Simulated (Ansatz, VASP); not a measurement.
W in VASP and in Ansatz

INCAR

```
  PREC = Accurate
  ENCUT = 520
  EDIFF = 1E-6
  ISMEAR = -1
  SIGMA = 0.05
  LREAL = F
  LASPH = T
  NELM = 100
  ALGO = Normal
  ISIF = 2
  LWAVE = F
  LCHARG = F
  GGA = PS
  NBANDS = 13
```

KPOINTS

```
Automatic mesh
0
Gamma
  14 14 14
```

The input POSCAR:

```
W
1.0
    0.0000000000      2.0367442356      2.0367442356
    2.0367442356      0.0000000000      2.0367442356
    2.0367442356      2.0367442356      0.0000000000
W
1
Direct
    0.0000000000      0.0000000000      0.0000000000
```

Input for Ansatz:

```yaml
crystal:
  lattice:
    - [0.0, 2.0367442356, 2.0367442356]
    - [2.0367442356, 0.0, 2.0367442356]
    - [2.0367442356, 2.0367442356, 0.0]
  atoms:
    - { symbol: W, position: [0.0, 0.0, 0.0] }
kpoints:
  mp_grid: { grid: [14, 14, 14] }
  band_path:
    path:
      - [0.0, 0.0, 0.0]
      - [0.5, 0.0, 0.5]
      - [0.625, 0.25, 0.625]
      - [0.375, 0.375, 0.75]
      - [0.0, 0.0, 0.0]
      - [0.5, 0.5, 0.5]
      - [0.5, 0.25, 0.75]
      - [0.5, 0.0, 0.5]
    npoints: 5
scf:
  occupations: { method: fermi_dirac, width: 0.05 }
hamiltonian:
  xc: pbesol
  pseudopotentials: { kind: all_electron, lapw: { basis_error: 0.001 } }
output:
  forces: true
  stress: true
  eigenvalues: true
```

Change from the starting cell: volume scaled by 1.01.

Alike in both runs: task single point; functional PBEsol; k mesh 14 × 14 × 14; occupations fermi-dirac, width 0.05 eV; no spin polarisation.

```csv
,VASP,Ansatz
version,VASP 6.6.1,Ansatz 0.2.0
potentials or method,"VASP PAW PBE potentials, release 64 (W_sv), cutoff 520 eV","all-electron LAPW, scalar-relativistic"
```

Ansatz gave:

```
pressure (GPa) : -14.9
```

Question: What did VASP give for the same quantities?

Answer: Pressure (GPa): -14.6.

VASP's potentials were made for PBE, not for PBEsol. Ansatz ran all-electron here, and VASP with PAW potentials.

Neither program's run includes spin-orbit coupling.
